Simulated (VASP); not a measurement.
# Na16HF in VASP: a series of runs

The runs below take Na16HF through single point, with PBE+D3(BJ).

Everything below comes from runs of VASP 6.6.1. Logs are shortened: lines on timing, memory, paths and dates and some standing lists are left out, and cuts for length are marked.

## 1. The cell of the first run

The cell holds a slab with vacuum, 18 atoms: a = 8.156 Å, b = 8.156 Å, c = 25.047 Å, α = 90.00°, β = 90.00°, γ = 90.00°.

## 2. Single point, PBE+D3(BJ)

The input, INCAR:

```
SYSTEM = Na16HF
PREC = Accurate
ENCUT = 520
EDIFF = 1E-7
ISMEAR = 0
SIGMA = 0.1
LREAL = Auto
LASPH = .True.
NELM = 100
ALGO = Normal
ISIF = 2
LWAVE = .False.
LCHARG = .False.
LDIPOL = .True.
IDIPOL = 3
DIPOL = 0.5 0.5 0.467
GGA = PE
IVDW = 12
NBANDS = 75
```

The input, KPOINTS:

```
Automatic mesh
0
Gamma
  3 3 1
  0 0 0
```

The input, POSCAR:

```
Na16HF
1.0
    8.1558973540      0.0000000000      0.0000000000
    0.0000000000      8.1558973540      0.0000000000
    0.0000000000      0.0000000000     25.0470230155
Na F H
16 1 1
Direct
    0.2500000000      0.7500000000      0.3193992354
    0.2500000000      0.2500000000      0.3193992354
    0.7500000000      0.7500000000      0.3193992354
    0.7500000000      0.2500000000      0.3193992354
    0.5000000000      0.5000000000      0.4008050909
    0.5000000000      0.0000000000      0.4008050909
    0.0000000000      0.5000000000      0.4008050909
    0.0000000000      0.0000000000      0.4008050909
    0.7500000000      0.2500000000      0.4858960634
    0.7500000000      0.7500000000      0.4862275122
    0.2500000000      0.2500000000      0.4826837878
    0.2500000000      0.7500000000      0.4858960634
   -0.0001426450     -0.0001426450      0.5743643282
   -0.0001426450      0.5001426450      0.5743643282
    0.5001426450     -0.0001426450      0.5743643282
    0.5001426450      0.5001426450      0.5743643282
    0.2500000000      0.2500000000      0.6278778470
    0.2500000000      0.2500000000      0.6658216438
```

Potentials or basis: VASP PAW PBE potentials, release 64 (Na_pv, F, H).

On the command line:

```console
$ cat potpaw_PBE.64/Na_pv/POTCAR potpaw_PBE.64/F/POTCAR potpaw_PBE.64/H/POTCAR > POTCAR
$ mpirun -np 1 vasp_std > vasp.out
```

OUTCAR:

```text
SYSTEM = Na16HF
   PREC = Accurate
   ENCUT = 520
   EDIFF = 1E-7
   ISMEAR = 0
   LREAL = Auto
   LASPH = .True.
   NELM = 100
   ISIF = 2
   GGA = PE
   IVDW = 12
 IVDW          = 12

 ion  position               nearest neighbor table
   1  0.250  0.750  0.319-
   2  0.250  0.250  0.319-
   3  0.750  0.750  0.319-
   4  0.750  0.250  0.319-
   5  0.500  0.500  0.401-
   6  0.500  0.000  0.401-
[... 8 lines left out ...]
  15  0.500  1.000  0.574-
  16  0.500  0.500  0.574-
  17  0.250  0.250  0.628-  18 0.95
  18  0.250  0.250  0.666-  17 0.95

  LATTYP: Found a simple tetragonal cell.
 ALAT       =     8.1558973540
 C/A-ratio  =     3.0710321536

  Lattice vectors:

 A1 = (   8.1558973540,   0.0000000000,   0.0000000000)
 A2 = (   0.0000000000,   8.1558973540,   0.0000000000)
 A3 = (   0.0000000000,   0.0000000000,  25.0470230155)

Analysis of symmetry for initial positions (statically):
=====================================================================
 Subroutine PRICEL returns:
 Original cell was already a primitive cell.

 Routine SETGRP: Setting up the symmetry group for a
 simple tetragonal supercell.

 Subroutine GETGRP returns: Found  8 space group operations
 (whereof  2 operations were pure point group operations)
 out of a pool of 16 trial point group operations.

The static configuration has the point symmetry C_1h.
 The point group associated with its full space group is C_4v.

Analysis of symmetry for dynamics (positions and initial velocities):
=====================================================================
 Subroutine PRICEL returns:
 Original cell was already a primitive cell.

 Routine SETGRP: Setting up the symmetry group for a
 simple tetragonal supercell.

 Subroutine GETGRP returns: Found  8 space group operations
 (whereof  2 operations were pure point group operations)
 out of a pool of 16 trial point group operations.

The dynamic configuration has the point symmetry C_1h.
 The point group associated with its full space group is C_4v.

 Subroutine INISYM returns: Found  8 space group operations
 (whereof  2 operations are pure point group operations),
 and found     1 'primitive' translations

----------------------------------------------------------------------------------------

                                     Primitive cell

  volume of cell :    1666.0944

  direct lattice vectors                    reciprocal lattice vectors
     8.155897354  0.000000000  0.000000000     0.122610665  0.000000000  0.000000000
     0.000000000  8.155897354  0.000000000     0.000000000  0.122610665  0.000000000
     0.000000000  0.000000000 25.047023015     0.000000000  0.000000000  0.039924904

  length of vectors
     8.155897354  8.155897354 25.047023015     0.122610665  0.122610665  0.039924904

  position of ions in fractional coordinates (direct lattice)
     0.250000000  0.750000000  0.319399235
     0.250000000  0.250000000  0.319399235
     0.750000000  0.750000000  0.319399235
     0.750000000  0.250000000  0.319399235
     0.500000000  0.500000000  0.400805091
     0.500000000  0.000000000  0.400805091
[... 10 lines left out ...]
     0.250000000  0.250000000  0.627877847
     0.250000000  0.250000000  0.665821644

  ion indices of the primitive-cell ions
   primitive index   ion index
                 1           1
                 2           2
                 3           3
                 4           4
                 5           5
                 6           6
[... 10 lines left out ...]
                17          17
                18          18

----------------------------------------------------------------------------------------

 KPOINTS: Automatic mesh

Automatic generation of k-mesh.
 Grid dimensions read from file:
 generate k-points for:    3    3    1

 Generating k-lattice:

  Cartesian coordinates                     Fractional coordinates (reciprocal lattice)
     0.040870222  0.000000000  0.000000000     0.333333333  0.000000000  0.000000000
     0.000000000  0.040870222  0.000000000     0.000000000  0.333333333  0.000000000
     0.000000000  0.000000000  0.039924904     0.000000000  0.000000000  1.000000000

  Length of vectors
     0.040870222  0.040870222  0.039924904

  Shift w.r.t. Gamma in fractional coordinates (k-lattice)
     0.000000000  0.000000000  0.000000000

 Subroutine IBZKPT returns following result:
 ===========================================

 Found      3 irreducible k-points:

 Following reciprocal coordinates:
            Coordinates               Weight
  0.000000  0.000000  0.000000      1.000000
  0.333333  0.000000  0.000000      4.000000
  0.333333  0.333333  0.000000      4.000000
   k-points           NKPTS =      3   k-points in BZ     NKDIM =      3   number of bands    NBANDS=     75
   number of dos      NEDOS =    301   number of ions     NIONS =     18
   total plane-waves  NPLWV = 786432
   dimension x,y,z NGX =    64 NGY =   64 NGZ =  192
   dimension x,y,z NGXF=   128 NGYF=  128 NGZF=  384
   ions per type =              16   1   1
   NGX,Y,Z   is equivalent  to a cutoff of  13.05, 13.05, 12.74 a.u.
   NGXF,Y,Z  is equivalent  to a cutoff of  26.09, 26.09, 25.49 a.u.
 SYSTEM =  Na16HF
   PREC   = accura    normal or accurate (medium, high low for compatibility)
   ISTART =      0    job   : 0-new  1-cont  2-samecut
   ICHARG =      2    charge: 1-file 2-atom 10-const
   ISPIN  =      1    spin polarized calculation?
   LNONCOLLINEAR =      F non collinear calculations
   LSORBIT =      F    spin-orbit coupling
   LASPH  =      T    aspherical Exc in radial PAW
   ENCUT  =  520.0 eV  38.22 Ry    6.18 a.u.  15.16 15.16 46.57*2*pi/ulx,y,z
   NELM   =    100;   NELMIN=  2; NELMDL= -5     # of ELM steps
   EDIFF  = 0.1E-06   stopping-criterion for ELM
   LREAL  =      T    real-space projection
   EDIFFG = 0.1E-05   stopping-criterion for IOM
   NSW    =      0    number of steps for IOM
   IBRION =     -1    ionic relax: 0-MD 1-quasi-New 2-CG
   NFREE  =      0    steps in history (QN), initial steepest desc. (CG)
   ISIF   =      2    stress and relaxation
   ISYM   =      2    0-nonsym 1-usesym 2-fastsym
   POTIM  = 0.5000    time-step for ionic-motion
   TEBEG  =    0.0;   TEEND  =   0.0 temperature during run
   PSTRESS=    0.0 pullay stress
   NELECT =     120.0000    total number of electrons
   NUPDOWN=      -1.0000    fix difference up-down
   EMIN   =  10.00;   EMAX   =-10.00  energy-range for DOS
   EFERMI =   0.00;   METHOD = LEGACY
   ISMEAR =     0;   SIGMA  =   0.10  broadening in eV -4-tet -1-fermi 0-gaus
   EFERMI_NEDOS =   21; number of points for ismear=-14 and -15
   IALGO  =     38    algorithm
   IMIX   =      4    mixing-type and parameters
     AMIX     =   0.40;   BMIX     =  1.00
     AMIX_MAG =   1.60;   BMIX_MAG =  1.00
  volume/ion in A,a.u.               =      92.56       624.63
  Fermi-wavevector in a.u.,A,eV,Ry     =   0.681138  1.287165  6.312417  0.463950
  Thomas-Fermi vector in A             =   1.759834
   LORBIT       =      0    0 simple, 1 ext, 2 COOP (PROOUT), +10 PAW based schemes
   GGA     = PE    functional components
   LHFCALC =     F    Hartree Fock is set to
   AEXX    =    0.0000 exact exchange contribution
   IVDW    =    12    specifies the selected vdW correction
   LEPSILON=     F    determine dielectric tensor
   LRPA    =     F    only Hartree local field effects (RPA)
 non-spin polarized calculation
 Gauss-broadening in eV      SIGMA  =   0.10
  energy-cutoff  :      520.00
  volume of cell :     1666.09
 maximum number of plane-waves:     44906
 NGX is ok and might be reduce to    64
   NGX = 31   NGY = 31   NGZ = 93

 number of electron     119.9999931 magnetization

 dipolmoment           0.000000      0.000000     -0.107327 electrons x Angstroem

 Free energy of the ion-electron system (eV)
  ---------------------------------------------------
  ext. energy  EPLUGINS =         0.00000000
  ---------------------------------------------------
  free energy    TOTEN  =       -27.19502126 eV

  energy without entropy =      -27.16146072  energy(sigma->0) =      -27.17824099

 E-fermi :  -1.3446     XC(G=0):  -3.0448

 val. band max:       -1.4868389947   @ k =   0.3333   0.3333   0.0000
 cond. band min:      -1.2741978631   @ k =   0.0000   0.0000   0.0000
 fundamental gap:      0.2126411315
 Fermi energy:        -1.3446310503

 k-point     1 :       0.0000    0.0000    0.0000
  band No.  band energies     occupation
      1     -29.3829      2.00000
      2     -26.7748      2.00000
      3     -26.7743      2.00000
      4     -26.7743      2.00000
      5     -26.7735      2.00000
      6     -26.7689      2.00000
[... 64 lines left out ...]
     71       0.2169      0.00000
     72       0.2697      0.00000

 k-point     2 :       0.3333    0.0000    0.0000
  band No.  band energies     occupation
      1     -29.3829      2.00000
      2     -26.7747      2.00000
      3     -26.7745      2.00000
      4     -26.7741      2.00000
      5     -26.7737      2.00000
      6     -26.7682      2.00000
[... 64 lines left out ...]
     71       0.3629      0.00000
     72       0.4353      0.00000

 k-point     3 :       0.3333    0.3333    0.0000
  band No.  band energies     occupation
      1     -29.3830      2.00000
      2     -26.7746      2.00000
      3     -26.7743      2.00000
      4     -26.7743      2.00000
      5     -26.7739      2.00000
      6     -26.7671      2.00000
[... 64 lines left out ...]
     71       0.6389      0.00000
     72       0.6672      0.00000
 [bands above 72 left out]

------------------------ aborting loop because EDIFF is reached ----------------------------------------

 vacuum level on the upper side and lower side of the slab       (xc-potential included)        -0.224         0.073

 Edisp (eV)   -1.88362

 E8    (eV) :    -0.9461

  FORCE on cell =-STRESS in cart. coord.  units (eV):
  Direction    XX          YY          ZZ          XY          YZ          ZX
  --------------------------------------------------------------------------------------
  -------------------------------------------------------------------------------------
  Total      -3.52702    -3.52702     0.68157     0.00000    -0.00000     0.00000
  in kB      -3.39171    -3.39171     0.65542     0.00000    -0.00000     0.00000
  external pressure =       -2.04 kB  Pullay stress =        0.00 kB

 VOLUME and BASIS-vectors are now :
 -----------------------------------------------------------------------------
  energy-cutoff  :      520.00
  volume of cell :     1666.09
      direct lattice vectors                 reciprocal lattice vectors
     8.155897354  0.000000000  0.000000000     0.122610665  0.000000000  0.000000000
     0.000000000  8.155897354  0.000000000     0.000000000  0.122610665  0.000000000
     0.000000000  0.000000000 25.047023015     0.000000000  0.000000000  0.039924904

 POSITION                                       TOTAL-FORCE (eV/Angst)
 -----------------------------------------------------------------------------------
      2.03897      6.11692      8.00000         0.000000      0.000000     -0.067047
      2.03897      2.03897      8.00000         0.000000      0.000000     -0.075620
      6.11692      6.11692      8.00000         0.000000      0.000000     -0.059390
      6.11692      2.03897      8.00000         0.000000      0.000000     -0.067047
      4.07795      4.07795     10.03897         0.007596      0.007596      0.067155
      4.07795      0.00000     10.03897         0.007596     -0.007596      0.067155
[... 10 lines left out ...]
      2.03897      2.03897     15.72647        -0.000000     -0.000000     -0.262982
      2.03897      2.03897     16.67685         0.000000      0.000000      0.258714
 -----------------------------------------------------------------------------------
    total drift:                                0.000000     -0.000000      0.016958

  FREE ENERGIE OF THE ION-ELECTRON SYSTEM (eV)
  ---------------------------------------------------
  free  energy   TOTEN  =       -29.0786458869 eV

  energy  without entropy=      -29.0450853474  energy(sigma->0) =      -29.06186562

 vacuum level on the upper side and lower side of the slab         0.930         1.222
```

Wall time 12 min (1 thread of Intel Xeon 6975P-C (Granite Rapids), shared host); peak memory 1.5 GiB.

What came out:

* Free energy: -29.0786 eV
* Largest force: 0.263 eV/Å
* Band gap on the k mesh: zero (bands 60 and 61 overlap by 0.23 eV)
* Dispersion energy per atom: -0.105 eV

Forces in eV/Å, atoms in the order of the input:
```
Na   0.000  0.000 -0.067
Na   0.000  0.000 -0.076
Na   0.000  0.000 -0.059
Na   0.000  0.000 -0.067
Na   0.008  0.008  0.067
Na   0.008 -0.008  0.067
Na  -0.008  0.008  0.067
Na  -0.008 -0.008  0.067
Na   0.000  0.000  0.000
Na   0.000  0.000 -0.002
Na   0.000  0.000  0.003
Na   0.000  0.000  0.000
Na   0.002  0.002  0.001
Na   0.002 -0.002  0.001
Na  -0.002  0.002  0.001
Na  -0.002 -0.002  0.001
F    0.000  0.000 -0.263
H    0.000  0.000  0.259
```

[end of part 1 of 2]

The gap in the log of VASP goes by the Fermi energy; the results here count the filled bands.